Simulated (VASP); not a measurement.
Ni: single point with PBE

Crystal: Ni.

```
Ni
1.0
     0.00000    2.47863    2.47863
     2.47863    0.00000    2.47863
     2.47863    2.47863    0.00000
Ni
2
Direct
  0.12500 0.12500 0.12500
  0.87500 0.87500 0.87500
```

This cell differs from its parent crystal: volume scaled by 0.92.

* Program: VASP 6.6.1
* Task: single point
* Functional: PBE
* Potentials or basis: VASP PAW PBE potentials, release 64 (Ni)
* Cutoff: 520 eV
* k mesh: 12 × 12 × 12
* Occupations: fermi-dirac, width 0.1 eV
* Spin: no spin polarisation
* Dipole correction: no
* Further INCAR settings: ALGO = Normal; EDIFF = 1e-07; NBANDS = 17

```yaml
Pressure: 9.0 GPa
Band_gap_on_the_k_mesh: zero (band 10 reaches 5.46 eV, above the bottom of band 11 at 5.13 eV)
```

Levels at points of the mesh, in eV from the Fermi level:
| k point | band 8 | band 9 | band 10 | band 11 | band 12 | band 13 |
| --- | --- | --- | --- | --- | --- | --- |
| (0.00, 0.00, 0.00) | -1.19 | -1.19 | -0.08 | -0.08 | 12.66 | 12.66 |
| (0.50, 0.00, 0.00) | -0.82 | -0.82 | -0.24 | -0.24 | 1.01 | 9.24 |
| (0.50, 0.50, 0.00) | -1.43 | -0.10 | -0.10 | 1.47 | 1.47 | 4.76 |

Wall time 32 s on 1 thread of Intel(R) Xeon(R) Platinum 8259CL CPU @ 2.50GHz (Skylake/Cascade Lake), on a shared host, peak memory 0.17 GiB.

Caveat: the run has no spin polarisation, though such a crystal can be magnetic. Spin polarisation is off, so any magnetic state and its effect on volume and gap are missing.
